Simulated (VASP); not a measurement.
# EuS (Fm-3m) in VASP: notebook

EuS is run at these levels: PBE+U; tasks: single point.

Program: VASP 6.6.1. These are calculated values, not measurements. Logs are shortened: lines on timing, memory, paths and dates and some standing lists are left out, and cuts for length are marked.

**The experiment to reproduce.**

From “Crystal-field mediated electronic transitions of EuS up to 35 GPa”, 2022, pmc:8786971, for a powder of EuS at 300 K: band gap 1.72 eV (optical).

The runs below are set against these values where they give the same quantity.

## 1. The cell of the first run

Symmetry: Fm-3m, No. 225, cubic system. Conventional cell: a = 5.957 Å, b = 5.957 Å, c = 5.957 Å, α = 90.00°, β = 90.00°, γ = 90.00°. Within 3.9 Å of Eu (site symmetry m-3m) lie 6 S at 2.98 Å. Within 3.9 Å of S (site symmetry m-3m) lie 6 Eu at 2.98 Å.

## 2. Single point, PBE+U, collinear spin, ferromagnetic start

Input file INCAR:

```
SYSTEM = EuS
ALGO = Normal ; EDIFF = 1E-6
ENCUT = 600 ; GGA = PE
GGA_COMPAT = .FALSE. ; ISIF = 2
ISMEAR = -1 ; ISPIN = 2
LASPH = .TRUE. ; LCHARG = .FALSE.
LDAU = .TRUE. ; LDAUJ = 0 0
LDAUL = 3 -1 ; LDAUPRINT = 1
LDAUTYPE = 2 ; LDAUU = 1.5 0
LMAXMIX = 6 ; LORBIT = 11
LREAL = .FALSE. ; LWAVE = .FALSE.
MAGMOM = 7 0 ; NBANDS = 22
NELM = 200 ; PREC = Accurate
SIGMA = 0.1
```

Input file KPOINTS:

```
k-points
0
G
  10 10 10
  0 0 0
```

Input file POSCAR:

```
EuS
1.0
    0.0000000000      2.9785000000      2.9785000000
    2.9785000000      0.0000000000      2.9785000000
    2.9785000000      2.9785000000      0.0000000000
Eu S
1 1
Direct
    0.0000000000      0.0000000000      0.0000000000
    0.5000000000      0.5000000000      0.5000000000
```

Potentials or basis: VASP PAW PBE potentials, release 64 (Eu, S).

Launch:

```console
$ cat potpaw_PBE.64/Eu/POTCAR potpaw_PBE.64/S/POTCAR > POTCAR
$ mpirun -np 1 vasp_std > vasp.out
```

OUTCAR:

```text
SYSTEM = EuS
   EDIFF = 1E-6
   ENCUT = 600
   GGA = PE
   ISIF = 2
   ISMEAR = -1
   ISPIN = 2
   LASPH = .TRUE.
   LORBIT = 11
   LREAL = .FALSE.
   NELM = 200
   PREC = Accurate

 ion  position               nearest neighbor table
   1  0.000  0.000  0.000-   2 2.98   2 2.98   2 2.98   2 2.98   2 2.98   2 2.98
   2  0.500  0.500  0.500-   1 2.98   1 2.98   1 2.98   1 2.98   1 2.98   1 2.98

  LATTYP: Found a face centered cubic cell.
 ALAT       =     5.9570000000

  Lattice vectors:

 A1 = (   0.0000000000,   2.9785000000,   2.9785000000)
 A2 = (   2.9785000000,   0.0000000000,   2.9785000000)
 A3 = (   2.9785000000,   2.9785000000,   0.0000000000)

Analysis of symmetry for initial positions (statically):
=====================================================================
 Subroutine PRICEL returns:
 Original cell was already a primitive cell.

 Routine SETGRP: Setting up the symmetry group for a
 face centered cubic supercell.

 Subroutine GETGRP returns: Found 48 space group operations
 (whereof 48 operations were pure point group operations)
 out of a pool of 48 trial point group operations.

The static configuration has the point symmetry O_h .

Analysis of symmetry for dynamics (positions and initial velocities):
=====================================================================
 Subroutine PRICEL returns:
 Original cell was already a primitive cell.

 Routine SETGRP: Setting up the symmetry group for a
 face centered cubic supercell.

 Subroutine GETGRP returns: Found 48 space group operations
 (whereof 48 operations were pure point group operations)
 out of a pool of 48 trial point group operations.

The dynamic configuration has the point symmetry O_h .

Analysis of structural, dynamic, and magnetic symmetry:
=====================================================================
 Subroutine PRICEL returns:
 Original cell was already a primitive cell.

 Routine SETGRP: Setting up the symmetry group for a
 face centered cubic supercell.

 Subroutine GETGRP returns: Found 48 space group operations
 (whereof 48 operations were pure point group operations)
 out of a pool of 48 trial point group operations.

The overall configuration has the point symmetry O_h .

 Subroutine INISYM returns: Found 48 space group operations
 (whereof 48 operations are pure point group operations),
 and found     1 'primitive' translations

----------------------------------------------------------------------------------------

                                     Primitive cell

  volume of cell :      52.8473

  direct lattice vectors                    reciprocal lattice vectors
     0.000000000  2.978500000  2.978500000    -0.167869733  0.167869733  0.167869733
     2.978500000  0.000000000  2.978500000     0.167869733 -0.167869733  0.167869733
     2.978500000  2.978500000  0.000000000     0.167869733  0.167869733 -0.167869733

  length of vectors
     4.212235096  4.212235096  4.212235096     0.290758907  0.290758907  0.290758907

  position of ions in fractional coordinates (direct lattice)
[... 114 lines left out ...]
 spin polarized calculation
  energy-cutoff  :      600.00
  volume of cell :       52.85
 maximum number of plane-waves:      1807
 NGX is ok and might be reduce to    36
   NGX = 17   NGY = 17   NGZ = 17

atom =   1  type =  1  l = 3

 onsite density matrix

spin component  1

  0.9541 -0.0000 -0.0060 -0.0000 -0.0000  0.0000 -0.0000
 -0.0000  0.9604  0.0000  0.0000 -0.0000  0.0000 -0.0000
 -0.0060  0.0000  0.9572  0.0000  0.0000  0.0000 -0.0000
 -0.0000  0.0000  0.0000  0.9495 -0.0000  0.0000  0.0000
 -0.0000 -0.0000  0.0000 -0.0000  0.9572 -0.0000  0.0060
  0.0000  0.0000  0.0000  0.0000 -0.0000  0.9619 -0.0000
 -0.0000 -0.0000 -0.0000  0.0000  0.0060 -0.0000  0.9541

spin component  2

  0.0025 -0.0000  0.0012 -0.0000 -0.0000 -0.0000  0.0000
 -0.0000  0.0000 -0.0000 -0.0000  0.0000 -0.0000  0.0000
  0.0012 -0.0000  0.0019 -0.0000 -0.0000  0.0000  0.0000
 -0.0000 -0.0000 -0.0000  0.0035  0.0000 -0.0000  0.0000
 -0.0000  0.0000 -0.0000  0.0000  0.0019  0.0000 -0.0012
 -0.0000 -0.0000  0.0000 -0.0000  0.0000  0.0010  0.0000
  0.0000  0.0000  0.0000  0.0000 -0.0012  0.0000  0.0025

 occupancies and eigenvectors

  o =  0.0000  v =  0.0000  0.0000  0.0000  0.0000  0.0000  0.0000  0.0000 -0.0000  1.0000  0.0000 -0.0000 -0.0000  0.0000 -0.0000      0.0000  0.0000  0.0000  0.0000  0.0000  0.0000  0.0000  0.0000  0.0000  0.0000  0.0000  0.0000  0.0000  0.0000
  o =  0.0010  v =  0.0000  0.0000  0.0000  0.0000  0.0000  0.0000  0.0000 -0.0181  0.0000  0.0233 -0.0000  0.0047 -0.9995  0.0037      0.0000  0.0000  0.0000  0.0000  0.0000  0.0000  0.0000  0.0000  0.0000  0.0000  0.0000  0.0000  0.0000  0.0000
  o =  0.0010  v =  0.0000  0.0000  0.0000  0.0000  0.0000  0.0000  0.0000 -0.6121 -0.0000  0.7902  0.0000 -0.0009  0.0295 -0.0007      0.0000  0.0000  0.0000  0.0000  0.0000  0.0000  0.0000  0.0000  0.0000  0.0000  0.0000  0.0000  0.0000  0.0000
  o =  0.0010  v =  0.0000  0.0000  0.0000  0.0000  0.0000  0.0000  0.0000 -0.0006  0.0000  0.0008 -0.0000  0.7906  0.0060  0.6124      0.0000  0.0000  0.0000  0.0000  0.0000  0.0000  0.0000  0.0000  0.0000  0.0000  0.0000  0.0000  0.0000  0.0000
  o =  0.0035  v =  0.0000  0.0000  0.0000  0.0000  0.0000  0.0000  0.0000 -0.0004  0.0000 -0.0003 -1.0000  0.0001  0.0000 -0.0001      0.0000  0.0000  0.0000  0.0000  0.0000  0.0000  0.0000  0.0000  0.0000  0.0000  0.0000  0.0000  0.0000  0.0000
  o =  0.0035  v =  0.0000  0.0000  0.0000  0.0000  0.0000  0.0000  0.0000 -0.0077 -0.0000 -0.0060 -0.0002 -0.6123 -0.0000  0.7905      0.0000  0.0000  0.0000  0.0000  0.0000  0.0000  0.0000  0.0000  0.0000  0.0000  0.0000  0.0000  0.0000  0.0000
  o =  0.0035  v =  0.0000  0.0000  0.0000  0.0000  0.0000  0.0000  0.0000  0.7905 -0.0000  0.6123 -0.0005 -0.0060  0.0000  0.0077      0.0000  0.0000  0.0000  0.0000  0.0000  0.0000  0.0000  0.0000  0.0000  0.0000  0.0000  0.0000  0.0000  0.0000
  o =  0.9495  v =  0.0000  0.0000  0.0000  0.9798  0.1226 -0.0000 -0.1582  0.0000  0.0000  0.0000  0.0000  0.0000  0.0000  0.0000      0.0000  0.0000  0.0000  0.0000  0.0000  0.0000  0.0000  0.0000  0.0000  0.0000  0.0000  0.0000  0.0000  0.0000
  o =  0.9495  v = -0.7906 -0.0000 -0.6124 -0.0000 -0.0000  0.0000 -0.0000  0.0000  0.0000  0.0000  0.0000  0.0000  0.0000  0.0000      0.0000  0.0000  0.0000  0.0000  0.0000  0.0000  0.0000  0.0000  0.0000  0.0000  0.0000  0.0000  0.0000  0.0000
  o =  0.9495  v =  0.0000 -0.0000 -0.0000  0.2001 -0.6000  0.0000  0.7746  0.0000  0.0000  0.0000  0.0000  0.0000  0.0000  0.0000      0.0000  0.0000  0.0000  0.0000  0.0000  0.0000  0.0000  0.0000  0.0000  0.0000  0.0000  0.0000  0.0000  0.0000
  o =  0.9604  v =  0.0000 -1.0000  0.0000 -0.0000 -0.0000 -0.0000 -0.0000  0.0000  0.0000  0.0000  0.0000  0.0000  0.0000  0.0000      0.0000  0.0000  0.0000  0.0000  0.0000  0.0000  0.0000  0.0000  0.0000  0.0000  0.0000  0.0000  0.0000  0.0000
  o =  0.9619  v =  0.0000 -0.0000 -0.0000  0.0000 -0.0714  0.9959 -0.0553  0.0000  0.0000  0.0000  0.0000  0.0000  0.0000  0.0000      0.0000  0.0000  0.0000  0.0000  0.0000  0.0000  0.0000  0.0000  0.0000  0.0000  0.0000  0.0000  0.0000  0.0000
  o =  0.9619  v =  0.6124 -0.0000 -0.7906 -0.0000 -0.0000  0.0000 -0.0000  0.0000  0.0000  0.0000  0.0000  0.0000  0.0000  0.0000      0.0000  0.0000  0.0000  0.0000  0.0000  0.0000  0.0000  0.0000  0.0000  0.0000  0.0000  0.0000  0.0000  0.0000
  o =  0.9619  v =  0.0000 -0.0000 -0.0000  0.0000  0.7873  0.0903  0.6099  0.0000  0.0000  0.0000  0.0000  0.0000  0.0000  0.0000      0.0000  0.0000  0.0000  0.0000  0.0000  0.0000  0.0000  0.0000  0.0000  0.0000  0.0000  0.0000  0.0000  0.0000

 number of electron      22.9999997 magnetization       6.9845572

 Free energy of the ion-electron system (eV)
  ---------------------------------------------------
  ext. energy  EPLUGINS =         0.00000000
  ---------------------------------------------------
  free energy    TOTEN  =       -19.67231587 eV

  energy without entropy =      -19.63715342  energy(sigma->0) =      -19.65473464

 E-fermi :   4.2269     XC(G=0):  -9.6165

 val. band max:        4.1481102719   @ k =   0.5000   0.5000   0.0000
 cond. band min:       4.2780838636   @ k =   0.4000   0.4000   0.0000
 fundamental gap:      0.1299735917
 Fermi energy:         4.2268872741

 spin component 1

 k-point     1 :       0.0000    0.0000    0.0000
  band No.  band energies     occupation
      1     -37.0014      1.00000
      2     -15.7581      1.00000
      3     -15.7581      1.00000
      4     -15.7581      1.00000
      5      -9.1755      1.00000
      6       1.4833      1.00000
[... 1193 lines left out ...]
     21      11.1708      0.00000
     22      12.0605      0.00000

 [... further k-points ...]

------------------------ aborting loop because EDIFF is reached ----------------------------------------

  FORCE on cell =-STRESS in cart. coord.  units (eV):
  Direction    XX          YY          ZZ          XY          YZ          ZX
  --------------------------------------------------------------------------------------
  -------------------------------------------------------------------------------------
  Total       -0.5598423     -0.5598423     -0.5598423     -0.0000000     -0.0000000     -0.0000000
  in kB      -16.9728003    -16.9728003    -16.9728003     -0.0000000     -0.0000000     -0.0000000
  external PRESSURE =     -16.9728003 kB  Pullay stress =       0.0000000 kB

 VOLUME and BASIS-vectors are now :
 -----------------------------------------------------------------------------
  energy-cutoff  :      600.00
  volume of cell :       52.85
      direct lattice vectors                 reciprocal lattice vectors
     0.000000000  2.978500000  2.978500000    -0.167869733  0.167869733  0.167869733
     2.978500000  0.000000000  2.978500000     0.167869733 -0.167869733  0.167869733
     2.978500000  2.978500000  0.000000000     0.167869733  0.167869733 -0.167869733

 POSITION                                       TOTAL-FORCE (eV/Angst)
 -----------------------------------------------------------------------------------
      0.00000      0.00000      0.00000         0.000000      0.000000     -0.000000
      2.97850      2.97850      2.97850         0.000000     -0.000000      0.000000
 -----------------------------------------------------------------------------------
    total drift:                               -0.000000      0.000000      0.000000

  FREE ENERGIE OF THE ION-ELECTRON SYSTEM (eV)
  ---------------------------------------------------
  free  energy   TOTEN  =       -19.6723158698 eV

  energy  without entropy=      -19.6371534167  energy(sigma->0) =      -19.65473464

 total charge

# of ion       s       p       d       f       tot
--------------------------------------------------
    1        2.028   5.765   0.289   6.700  14.782
    2        1.316   2.436   0.000   0.000   3.752
--------------------------------------------------
tot          3.344   8.201   0.289   6.700  18.533

 magnetization (x)

# of ion       s       p       d       f       tot
--------------------------------------------------
    1       -0.015  -0.114   0.079   6.674   6.624
    2       -0.007  -0.063   0.000   0.000  -0.070
--------------------------------------------------
tot         -0.022  -0.178   0.079   6.674   6.553
```

Wall time 5.4 min (1 thread of Oxide Virtual Turin-like, shared host); peak memory 0.29 GiB.

Results:

```yaml
Free_energy: -19.6723 eV
Pressure: -1.7 GPa
Band_gap_on_the_k_mesh: zero (filled and empty bands overlap)
Net_moment: 6.98 μB per cell
Site_moments: Eu +6.62; S -0.07 μB
Valence_electrons_inside_the_program's_atomic_spheres: Eu 14.78; S 3.75
```

Eigenvalues of the final occupation matrices:
```
    site  spin  trace                         eigenvalues
site 1 f     1   6.69  0.95 0.95 0.95 0.96 0.96 0.96 0.96
site 1 f     2   0.01  0.00 0.00 0.00 0.00 0.00 0.00 0.00
```

Caveat: spin-orbit coupling is left out, which moves the levels of the heavy elements; a cell with one magnetic atom can't hold antiferromagnetic order, which such compounds often take.

## 3. Single point, PBE+U, collinear spin, ferromagnetic start

Input file INCAR:

```
ALGO = Normal ; EDIFF = 1E-6
ENCUT = 600 ; GGA = PE
GGA_COMPAT = False ; ISIF = 2
ISMEAR = -1 ; ISPIN = 2
LASPH = True ; LCHARG = False
LDAU = True ; LDAUJ = 0 0
LDAUL = 3 -1 ; LDAUPRINT = 1
LDAUTYPE = 2 ; LDAUU = 3 0
LMAXMIX = 6 ; LORBIT = 11
LREAL = False ; LWAVE = False
MAGMOM = 7 0 ; NBANDS = 22
NELM = 200 ; PREC = Accurate
SIGMA = 0.1
```

Input file KPOINTS:

```
k-points
0
Gamma
  10 10 10
```

POSCAR is that of step 2.

Potentials or basis: VASP PAW PBE potentials, release 64 (Eu, S).

Launch:

```console
$ cat potpaw_PBE.64/Eu/POTCAR potpaw_PBE.64/S/POTCAR > POTCAR
$ mpirun -np 1 vasp_std > vasp.out
```

OUTCAR:

```text
EDIFF = 1E-6
   ENCUT = 600
   GGA = PE
   ISIF = 2
   ISMEAR = -1
   ISPIN = 2
   LASPH = True
   LORBIT = 11
   LREAL = False
   NELM = 200
   PREC = Accurate

 ion  position               nearest neighbor table
   1  0.000  0.000  0.000-   2 2.98   2 2.98   2 2.98   2 2.98   2 2.98   2 2.98
   2  0.500  0.500  0.500-   1 2.98   1 2.98   1 2.98   1 2.98   1 2.98   1 2.98

  LATTYP: Found a face centered cubic cell.
 ALAT       =     5.9570000000

  Lattice vectors:

 A1 = (   0.0000000000,   2.9785000000,   2.9785000000)
 A2 = (   2.9785000000,   0.0000000000,   2.9785000000)
 A3 = (   2.9785000000,   2.9785000000,   0.0000000000)

Analysis of symmetry for initial positions (statically):
=====================================================================
 Subroutine PRICEL returns:
 Original cell was already a primitive cell.

 Routine SETGRP: Setting up the symmetry group for a
 face centered cubic supercell.

[... 241 lines left out ...]
      6       1.4368      1.00000
[... 1193 lines left out ...]
     21      11.4421      0.00000
     22      12.2670      0.00000

 [... further k-points ...]

------------------------ aborting loop because EDIFF is reached ----------------------------------------

  FORCE on cell =-STRESS in cart. coord.  units (eV):
  Direction    XX          YY          ZZ          XY          YZ          ZX
  --------------------------------------------------------------------------------------
  -------------------------------------------------------------------------------------
  Total       -0.2035000     -0.2035000     -0.2035000      0.0000000      0.0000000      0.0000000
  in kB       -6.1695316     -6.1695316     -6.1695316      0.0000000      0.0000000      0.0000000
  external PRESSURE =      -6.1695316 kB  Pullay stress =       0.0000000 kB

 VOLUME and BASIS-vectors are now :
 -----------------------------------------------------------------------------
  energy-cutoff  :      600.00
  volume of cell :       52.85
      direct lattice vectors                 reciprocal lattice vectors
     0.000000000  2.978500000  2.978500000    -0.167869733  0.167869733  0.167869733
     2.978500000  0.000000000  2.978500000     0.167869733 -0.167869733  0.167869733
     2.978500000  2.978500000  0.000000000     0.167869733  0.167869733 -0.167869733

 POSITION                                       TOTAL-FORCE (eV/Angst)
 -----------------------------------------------------------------------------------
      0.00000      0.00000      0.00000         0.000000     -0.000000     -0.000000
      2.97850      2.97850      2.97850        -0.000000      0.000000      0.000000
 -----------------------------------------------------------------------------------
    total drift:                               -0.000000      0.000000      0.000000

  FREE ENERGIE OF THE ION-ELECTRON SYSTEM (eV)
  ---------------------------------------------------
  free  energy   TOTEN  =       -19.4629132980 eV

  energy  without entropy=      -19.4435760570  energy(sigma->0) =      -19.45324468

 total charge

# of ion       s       p       d       f       tot
--------------------------------------------------
    1        2.028   5.774   0.269   6.753  14.825
    2        1.316   2.441   0.000   0.000   3.758
--------------------------------------------------
tot          3.345   8.216   0.269   6.753  18.583

 magnetization (x)

# of ion       s       p       d       f       tot
--------------------------------------------------
    1       -0.015  -0.116   0.065   6.730   6.665
    2       -0.007  -0.062   0.000   0.000  -0.069
--------------------------------------------------
tot         -0.022  -0.178   0.065   6.730   6.596
```

stdout:

```text
POSCAR found type information on POSCAR EuS
 POSCAR found :  2 types and       2 ions
 scaLAPACK will be used
 LDA part: xc-table for (Slater+PW92), standard interpolation
 POSCAR, INCAR and KPOINTS ok, starting setup
 FFT: planning ... GRIDC
 FFT: planning ... GRID_SOFT
 FFT: planning ... GRID
 WAVECAR not read
 entering main loop
```

Wall time 4.1 min (1 thread of Oxide Virtual Turin-like, shared host); peak memory 0.29 GiB.

Results:

```
Free energy                                           : -19.4629 eV
Pressure                                              : -0.6 GPa
Band gap on the k mesh                                : zero (filled and empty bands overlap)
Net moment                                            : 7.00 μB per cell
Site moments                                          : Eu +6.67; S -0.07 μB
Valence electrons inside the program's atomic spheres : Eu 14.82; S 3.76
```

Eigenvalues of the final occupation matrices:
| site | spin | trace | eigenvalues |
| --- | --- | --- | --- |
| site 1 f | 1 | 6.75 | 0.96 0.96 0.96 0.97 0.97 0.97 0.97 |
| site 1 f | 2 | 0.01 | 0.00 0.00 0.00 0.00 0.00 0.00 0.00 |

Caveat: spin-orbit coupling is left out, which moves the levels of the heavy elements; a cell with one magnetic atom can't hold antiferromagnetic order, which such compounds often take.

(Continued in part 2 of 2.)

The gap in the log of VASP goes by the Fermi energy; the results here count the filled bands.